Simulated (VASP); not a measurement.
# Sb (R-3m) in VASP: notebook

Sb is run at these levels: PBEsol; tasks: single point, relaxation of cell and atoms.

Program: VASP 6.6.1. These are calculated values, not measurements. Logs are shortened: lines on timing, memory, paths and dates and some standing lists are left out, and cuts for length are marked.

## (1) The cell of the first run

Symmetry: R-3m, No. 166, trigonal system. The conventional cell has a = 4.207 Å, b = 4.207 Å, c = 10.360 Å, α = 90.00°, β = 90.00°, γ = 120.00°. Sb (site symmetry 3m) has 6 Sb at 2.92 to 3.04 Å within 3.9 Å.

## (2) Single point, PBEsol

Contents of INCAR:

```
SYSTEM = Sb
  PREC = Accurate
  ENCUT = 520
  EDIFF = 1E-7
  ISMEAR = -1
  SIGMA = 0.1
  LREAL = .False.
  LASPH = .True.
  NELM = 60
  ALGO = Normal
  ISIF = 2
  LWAVE = .False.
  LCHARG = .False.
  GGA = PS
  NBANDS = 12
```

Contents of KPOINTS:

```
Automatic mesh
0
Gamma
  12 12 12
  0 0 0
```

Contents of POSCAR:

```
Sb
1.0
    2.1034030101      1.2144002941      3.4534358632
   -2.1034030101      1.2144002941      3.4534358632
    0.0000000000     -2.4288005882      3.4534358632
Sb
2
Direct
    0.2453077237      0.2453077237      0.2453077237
    0.7546922763      0.7546922763      0.7546922763
```

Potentials or basis: VASP PAW PBE potentials, release 64 (Sb).

Run with:

```sh
> cat potpaw_PBE.64/Sb/POTCAR > POTCAR
> mpirun -np 1 vasp_std > vasp.out
```

OUTCAR:

```text
SYSTEM = Sb
   PREC = Accurate
   ENCUT = 520
   EDIFF = 1E-7
   ISMEAR = -1
   LREAL = .False.
   LASPH = .True.
   NELM = 60
   ISIF = 2
   GGA = PS

 ion  position               nearest neighbor table
   1  0.245  0.245  0.245-   2 2.92   2 2.92   2 2.92   2 3.04   2 3.04   2 3.04
   2  0.755  0.755  0.755-   1 2.92   1 2.92   1 2.92   1 3.04   1 3.04   1 3.04

  LATTYP: Found a trigonal (rhomboedric) cell.
 ALAT       =     4.2220008951
 COS(alpha) =     0.5035924985

  Lattice vectors:

 A1 = (   2.1034030101,   1.2144002941,   3.4534358632)
 A2 = (  -2.1034030101,   1.2144002941,   3.4534358632)
 A3 = (   0.0000000000,  -2.4288005882,   3.4534358632)

Analysis of symmetry for initial positions (statically):
=====================================================================
 Subroutine PRICEL returns:
 Original cell was already a primitive cell.

 Routine SETGRP: Setting up the symmetry group for a
 trigonal (rhombohedral) supercell.

 Subroutine GETGRP returns: Found 12 space group operations
 (whereof 12 operations were pure point group operations)
 out of a pool of 12 trial point group operations.

The static configuration has the point symmetry D_3d.

Analysis of symmetry for dynamics (positions and initial velocities):
=====================================================================
 Subroutine PRICEL returns:
 Original cell was already a primitive cell.

 Routine SETGRP: Setting up the symmetry group for a
 trigonal (rhombohedral) supercell.

 Subroutine GETGRP returns: Found 12 space group operations
 (whereof 12 operations were pure point group operations)
 out of a pool of 12 trial point group operations.

The dynamic configuration has the point symmetry D_3d.

 Subroutine INISYM returns: Found 12 space group operations
 (whereof 12 operations are pure point group operations),
 and found     1 'primitive' translations

----------------------------------------------------------------------------------------

                                     Primitive cell

  volume of cell :      52.9282

  direct lattice vectors                    reciprocal lattice vectors
     2.103403010  1.214400294  3.453435863     0.237710034  0.137241952  0.096522231
    -2.103403010  1.214400294  3.453435863    -0.237710034  0.137241952  0.096522231
     0.000000000 -2.428800588  3.453435863     0.000000000 -0.274483904  0.096522231

  length of vectors
     4.222000895  4.222000895  4.222000895     0.290960400  0.290960400  0.290960400

  position of ions in fractional coordinates (direct lattice)
     0.245307724  0.245307724  0.245307724
     0.754692276  0.754692276  0.754692276

  ion indices of the primitive-cell ions
   primitive index   ion index
                 1           1
                 2           2

----------------------------------------------------------------------------------------

 KPOINTS: Automatic mesh

Automatic generation of k-mesh.
 Grid dimensions read from file:
 generate k-points for:   12   12   12

 Generating k-lattice:

  Cartesian coordinates                     Fractional coordinates (reciprocal lattice)
     0.019809169  0.011436829  0.008043519     0.083333333 -0.000000000 -0.000000000
    -0.019809169  0.011436829  0.008043519    -0.000000000  0.083333333 -0.000000000
     0.000000000 -0.022873659  0.008043519    -0.000000000 -0.000000000  0.083333333

  Length of vectors
     0.024246700  0.024246700  0.024246700

  Shift w.r.t. Gamma in fractional coordinates (k-lattice)
     0.000000000  0.000000000  0.000000000

 Subroutine IBZKPT returns following result:
 ===========================================

 Found    189 irreducible k-points:

 Following reciprocal coordinates:
            Coordinates               Weight
  0.000000  0.000000  0.000000      1.000000
  0.083333  0.000000  0.000000      6.000000
  0.166667  0.000000 -0.000000      6.000000
  0.250000  0.000000  0.000000      6.000000
  0.333333  0.000000  0.000000      6.000000
  0.416667  0.000000  0.000000      6.000000
[... 16 lines left out ...]
  0.500000  0.166667  0.000000     12.000000
 -0.416667  0.166667 -0.000000     12.000000
 [... further k-points ...]
   k-points           NKPTS =    189   k-points in BZ     NKDIM =    189   number of bands    NBANDS=     12
   number of dos      NEDOS =    301   number of ions     NIONS =      2
   total plane-waves  NPLWV =  32768
   dimension x,y,z NGX =    32 NGY =   32 NGZ =   32
   dimension x,y,z NGXF=    64 NGYF=   64 NGZF=   64
   ions per type =               2
   NGX,Y,Z   is equivalent  to a cutoff of  12.60, 12.60, 12.60 a.u.
   NGXF,Y,Z  is equivalent  to a cutoff of  25.20, 25.20, 25.20 a.u.
 SYSTEM =  Sb
   PREC   = accura    normal or accurate (medium, high low for compatibility)
   ISTART =      0    job   : 0-new  1-cont  2-samecut
   ICHARG =      2    charge: 1-file 2-atom 10-const
   ISPIN  =      1    spin polarized calculation?
   LNONCOLLINEAR =      F non collinear calculations
   LSORBIT =      F    spin-orbit coupling
   LASPH  =      T    aspherical Exc in radial PAW
   ENCUT  =  520.0 eV  38.22 Ry    6.18 a.u.   7.85  7.85  7.85*2*pi/ulx,y,z
   NELM   =     60;   NELMIN=  2; NELMDL= -5     # of ELM steps
   EDIFF  = 0.1E-06   stopping-criterion for ELM
   LREAL  =      F    real-space projection
   EDIFFG = 0.1E-05   stopping-criterion for IOM
   NSW    =      0    number of steps for IOM
   IBRION =     -1    ionic relax: 0-MD 1-quasi-New 2-CG
   NFREE  =      0    steps in history (QN), initial steepest desc. (CG)
   ISIF   =      2    stress and relaxation
   ISYM   =      2    0-nonsym 1-usesym 2-fastsym
   POTIM  = 0.5000    time-step for ionic-motion
   TEBEG  =    0.0;   TEEND  =   0.0 temperature during run
   PSTRESS=    0.0 pullay stress
   NELECT =      10.0000    total number of electrons
   NUPDOWN=      -1.0000    fix difference up-down
   EMIN   =  10.00;   EMAX   =-10.00  energy-range for DOS
   EFERMI =   0.00;   METHOD = LEGACY
   ISMEAR =    -1;   SIGMA  =   0.10  broadening in eV -4-tet -1-fermi 0-gaus
   EFERMI_NEDOS =   21; number of points for ismear=-14 and -15
   IALGO  =     38    algorithm
   IMIX   =      4    mixing-type and parameters
     AMIX     =   0.40;   BMIX     =  1.00
     AMIX_MAG =   1.60;   BMIX_MAG =  1.00
  volume/ion in A,a.u.               =      26.46       178.59
  Fermi-wavevector in a.u.,A,eV,Ry     =   0.939390  1.775189 12.006504  0.882453
  Thomas-Fermi vector in A             =   2.066697
   LORBIT       =      0    0 simple, 1 ext, 2 COOP (PROOUT), +10 PAW based schemes
   GGA     = PS    functional components
   LHFCALC =     F    Hartree Fock is set to
   AEXX    =    0.0000 exact exchange contribution
   IVDW    =     0    specifies the selected vdW correction
   LEPSILON=     F    determine dielectric tensor
   LRPA    =     F    only Hartree local field effects (RPA)
 non-spin polarized calculation
  energy-cutoff  :      520.00
  volume of cell :       52.93
 maximum number of plane-waves:      1440
   NGX = 15   NGY = 15   NGZ = 15

 number of electron      10.0000000 magnetization

 Free energy of the ion-electron system (eV)
  ---------------------------------------------------
  ext. energy  EPLUGINS =         0.00000000
  ---------------------------------------------------
  free energy    TOTEN  =        -8.99782224 eV

  energy without entropy =       -8.96835288  energy(sigma->0) =       -8.98308756

 E-fermi :   8.6107     XC(G=0): -10.2624

 val. band max:        8.6076686449   @ k =  -0.2500   0.0833   0.0000
 cond. band min:       8.6246616864   @ k =  -0.3333   0.0833   0.0000
 fundamental gap:      0.0169930415
 Fermi energy:         8.6107100403

 k-point     1 :       0.0000    0.0000    0.0000
  band No.  band energies     occupation
      1      -4.8187      2.00000
      2       4.8121      2.00000
      3       6.7057      2.00000
      4       6.7378      2.00000
      5       6.7378      2.00000
      6      12.0060      0.00000
      7      12.1039      0.00000
      8      12.1039      0.00000
      9      13.2833      0.00000
     10      13.2833      0.00000
     11      13.3283      0.00000
     12      15.0715      0.00000

 k-point     2 :       0.0833    0.0000    0.0000
  band No.  band energies     occupation
      1      -4.7331      2.00000
      2       4.1701      2.00000
      3       6.7215      2.00000
      4       6.7479      2.00000
      5       7.1848      2.00000
      6      11.6609      0.00000
      7      11.7085      0.00000
      8      11.8318      0.00000
      9      13.1114      0.00000
     10      13.4168      0.00000
     11      13.4174      0.00000
     12      15.7241      0.00000

 k-point     3 :       0.1667    0.0000   -0.0000
  band No.  band energies     occupation
      1      -4.4765      2.00000
      2       2.9756      2.00000
      3       6.7683      2.00000
      4       6.7884      2.00000
      5       7.8032      1.99938
      6      10.8626      0.00000
      7      10.8772      0.00000
      8      11.2171      0.00000
      9      13.1534      0.00000
     10      13.8254      0.00000
     11      13.8658      0.00000
     12      17.1572      0.00000
[... 286 lines left out ...]
 k-point    23 :       0.5000    0.1667    0.0000
  band No.  band energies     occupation
      1      -2.1858      2.00000
      2      -0.8702      2.00000
      3       5.1160      2.00000
      4       6.0250      2.00000
      5       6.6496      2.00000
      6      10.2739      0.00000
      7      10.9308      0.00000
      8      11.8589      0.00000
      9      14.1604      0.00000
     10      17.4731      0.00000
     11      17.9196      0.00000
     12      18.7412      0.00000

 k-point    24 :      -0.4167    0.1667   -0.0000
  band No.  band energies     occupation
      1      -1.8623      2.00000
      2      -1.2597      2.00000
      3       4.7623      2.00000
      4       6.4346      2.00000
      5       7.0741      2.00000
      6       9.6419      0.00007
      7      10.5117      0.00000
      8      12.2847      0.00000
      9      15.5705      0.00000
     10      15.9771      0.00000
     11      16.5475      0.00000
     12      19.9050      0.00000

 [... further k-points ...]
[... 5 lines left out ...]
  --------------------------------------------------------------------------------------
  -------------------------------------------------------------------------------------
  Total        2.2400965      2.2400965      2.2343824      0.0000000      0.0000000      0.0000000
  in kB       67.8094623     67.8094623     67.6364935      0.0000000      0.0000000      0.0000000
  external PRESSURE =      67.7518060 kB  Pullay stress =       0.0000000 kB

 VOLUME and BASIS-vectors are now :
 -----------------------------------------------------------------------------
  energy-cutoff  :      520.00
  volume of cell :       52.93
      direct lattice vectors                 reciprocal lattice vectors
     2.103403010  1.214400294  3.453435863     0.237710034  0.137241952  0.096522231
    -2.103403010  1.214400294  3.453435863    -0.237710034  0.137241952  0.096522231
     0.000000000 -2.428800588  3.453435863     0.000000000 -0.274483904  0.096522231

 POSITION                                       TOTAL-FORCE (eV/Angst)
 -----------------------------------------------------------------------------------
      0.00000      0.00000      2.54146         0.000000      0.000000      0.026869
      0.00000      0.00000      7.81884         0.000000     -0.000000     -0.026869
 -----------------------------------------------------------------------------------
    total drift:                               -0.000000     -0.000000      0.000000

  FREE ENERGIE OF THE ION-ELECTRON SYSTEM (eV)
  ---------------------------------------------------
  free  energy   TOTEN  =        -8.9978222390 eV

  energy  without entropy=       -8.9683528816  energy(sigma->0) =       -8.98308756
```

It took 80 s on 1 thread of Intel Xeon Platinum 8259CL at 2.50GHz (Skylake/Cascade Lake), shared host; peak memory 0.25 GiB.

What came out:

| Item | Value |
| --- | --- |
| Free energy | -8.9978 eV |
| Pressure | 6.8 GPa |
| Largest force | 0.027 eV/Å |
| Band gap on the k mesh | zero (bands 5 and 6 overlap by 0.79 eV) |

Forces in eV/Å, atoms in the order of the input:
```
Sb   0.000  0.000  0.027
Sb   0.000  0.000 -0.027
```

Caveat: the cell stands under pressure; the PAW data sets were made with another functional, which shifts forces and pressure a little; spin-orbit coupling is left out, which moves the levels of the heavy elements.

## (3) Single point, PBEsol

Contents of INCAR:

```
ALGO = Normal
EDIFF = 1E-6
ENCUT = 520
GGA = PS
ISIF = 2
ISMEAR = -1
LASPH = True
LCHARG = True
LELF = True
LREAL = False
LVHAR = True
LWAVE = False
NBANDS = 12
NELM = 80
PREC = Accurate
SIGMA = 0.1
```

Contents of KPOINTS:

```
k-points
0
Gamma
  12 12 12
```

POSCAR is that of step 2.

Potentials or basis: VASP PAW PBE potentials, release 64 (Sb).

Run with:

```sh
> cat potpaw_PBE.64/Sb/POTCAR > POTCAR
> mpirun -np 1 vasp_std > vasp.out
```

It took 66 s on 1 thread of Intel Xeon Platinum 8259CL at 2.50GHz (Skylake/Cascade Lake), shared host; peak memory 0.24 GiB.

The run converged. Its results:

* Free energy: -8.9978 eV
* Pressure: 6.8 GPa
* Largest force: 0.027 eV/Å
* Band gap on the k mesh: zero (bands 5 and 6 overlap by 0.78 eV)

Forces on the atoms (eV/Å):
```
Sb   0.000  0.000  0.027
Sb   0.000  0.000 -0.027
```

Levels at points of the mesh, in eV from the Fermi level:
| k point | band 3 | band 4 | band 5 | band 6 | band 7 | band 8 |
| --- | --- | --- | --- | --- | --- | --- |
| (0.00, 0.00, 0.00) | -1.90 | -1.87 | -1.87 | 3.40 | 3.49 | 3.49 |
| (0.50, 0.00, 0.00) | -1.11 | -1.00 | -0.56 | -0.40 | 0.27 | 0.43 |
| (0.50, 0.50, 0.00) | -6.43 | -4.13 | -4.12 | 1.59 | 5.98 | 6.02 |
| (0.50, 0.50, 0.50) | -0.94 | -0.94 | -0.53 | -0.53 | 0.15 | 0.65 |

Caveat: the cell stands under pressure; the PAW data sets were made with another functional, which shifts forces and pressure a little; spin-orbit coupling is left out, which moves the levels of the heavy elements.

## (4) Relaxation of cell and atoms, PBEsol, target pressure 6.5 GPa, at which the enthalpy is minimised

Contents of INCAR:

```
PREC     = Accurate       # precision mode
ENCUT    = 600            # plane-wave cutoff, eV
EDIFF    = 1E-6           # SCF threshold, eV
ISMEAR   = -1             # smearing method
SIGMA    = 0.1            # smearing width, eV
LREAL    = F              # projectors in reciprocal space
LASPH    = T              # aspherical terms in the spheres
NELM     = 100            # most SCF steps
ALGO     = Normal         # electronic algorithm
ISIF     = 3              # what is computed and relaxed
LWAVE    = F              # write WAVECAR
LCHARG   = F              # write CHGCAR
GGA      = PS             # functional
IBRION   = 2              # ionic algorithm
NSW      = 80             # ionic steps
EDIFFG   = -0.002         # ionic threshold
PSTRESS  = 65.0
```

Contents of KPOINTS:

```
Automatic mesh
0
Gamma
  12 12 12
```

POSCAR is that of step 3.

Run with:

```sh
> cat potpaw_PBE.64/Sb/POTCAR > POTCAR
> mpirun -np 1 vasp_std > vasp.out
```

It took 9.1 min on 1 thread of Intel Xeon Platinum 8259CL at 2.50GHz (Skylake/Cascade Lake), shared host; peak memory 0.28 GiB.

Results (log left out):

```
Free energy                                                : -8.9969 eV
Relaxed volume                                             : 26.44 Å³/atom
Relaxed cell                                               : a = 4.213 Å, b = 4.213 Å, c = 4.213 Å, α = 60.01°, β = 60.01°, γ = 60.01°
Space group after relaxing (to 0.1 Å)                      : Pm-3m (No. 221)
Energy change on relaxing (the run minimises the enthalpy) : +0.5 meV/atom
Ionic steps                                                : 15
Pressure after relaxing                                    : 6.5 GPa
Band gap on the k mesh                                     : zero (bands 5 and 6 overlap by 1.03 eV)
```

Step by step:
```csv
step,energy change (eV),largest force (eV/Å),pressure (GPa),volume (Å³)
1,0.0000,0.0268,6.78,52.93
2,-0.0141,0.0098,6.16,53.28
3,-0.0067,0.0189,6.48,53.09
4,-0.0068,0.0186,6.48,53.09
5,-0.0105,0.0141,6.32,53.19
6,-0.0070,0.0185,6.47,53.10
7,-0.0067,0.0178,6.47,53.09
8,-0.0059,0.0160,6.48,53.07
9,-0.0043,0.0131,6.49,53.02
10,-0.0010,0.0093,6.53,52.93
11,0.0060,0.0030,6.72,52.76
12,0.0054,0.0025,6.69,52.77
13,0.0035,0.0013,6.61,52.82
14,-0.0001,0.0004,6.45,52.91
15,0.0010,0.0001,6.50,52.88
```

Final structure:
```
Sb
1.0
     2.10678    1.21635    3.43924
    -2.10678    1.21635    3.43924
     0.00000   -2.43270    3.43924
Sb
2
Cartesian
  0.0000 0.0000 2.5792
  0.0000 0.0000 7.7385
```

Levels at points of the mesh, in eV from the Fermi level:
```tsv
k point	band 2	band 3	band 4	band 5	band 6	band 7	band 8	band 9
(0.00, 0.00, 0.00)	-3.79	-1.87	-1.87	-1.87	3.55	3.55	3.55	4.62
(0.50, 0.00, 0.00)	-10.39	-0.75	-0.75	-0.75	-0.74	0.37	0.37	9.10
(0.50, 0.50, 0.00)	-7.39	-6.49	-4.12	-4.12	1.64	5.99	5.99	8.57
(0.50, 0.50, 0.50)	-10.39	-0.75	-0.75	-0.75	-0.75	0.37	0.37	9.10
```

Caveat: the cell is relaxed towards a set pressure, so the run minimises the enthalpy, not the energy; the PAW data sets were made with another functional, which shifts forces and pressure a little; spin-orbit coupling is left out, which moves the levels of the heavy elements.
